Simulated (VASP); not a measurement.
Write the native input for VASP 6.6.1 that does the following.

| Property | Result |
| --- | --- |
| Task | single point |
| Functional | PBE |
| Potentials or basis | VASP PAW PBE potentials, release 64 (Ir, C) |
| Cutoff | 520 eV |
| k mesh | 16 × 16 × 16 |
| Occupations | fermi-dirac, width 0.08 eV |
| Spin | no spin polarisation |
| Dipole correction | no |
| Further INCAR settings | ALGO = Normal; EDIFF = 1e-06; NBANDS = 14 |

The structure of IrC (zincblende type) lies in POSCAR:

```
IrC
1.0
    0.0000000000      1.9268954272      1.9268954272
    1.9268954272      0.0000000000      1.9268954272
    1.9268954272      1.9268954272      0.0000000000
Ir C
1 1
Direct
    0.0000000000      0.0000000000      0.0000000000
    0.2500000000      0.2500000000      0.2500000000
```

This cell differs from its parent crystal: volume scaled by 0.58.

The input as run:

INCAR

```
PREC = Accurate
ENCUT = 520
EDIFF = 1E-6
ISMEAR = -1
SIGMA = 0.08
LREAL = False
LASPH = True
NELM = 100
ALGO = Normal
ISIF = 2
LWAVE = False
LCHARG = True
GGA = PE
LELF = True
LVHAR = True
NBANDS = 14
```

KPOINTS

```
regular mesh
0
Gamma
  16 16 16
```

Potentials or basis: VASP PAW PBE potentials, release 64 (Ir, C).

The run is started by

```bash
$ cat potpaw_PBE.64/Ir/POTCAR potpaw_PBE.64/C/POTCAR > POTCAR
$ mpirun -np 1 vasp_std > vasp.out
```

Results of the run:

```
Pressure : 506.3 GPa
```

It took 28 s on 1 thread of Intel(R) Xeon(R) Platinum 8259CL CPU @ 2.50GHz (Skylake/Cascade Lake) (shared host), peak memory 0.15 GiB.
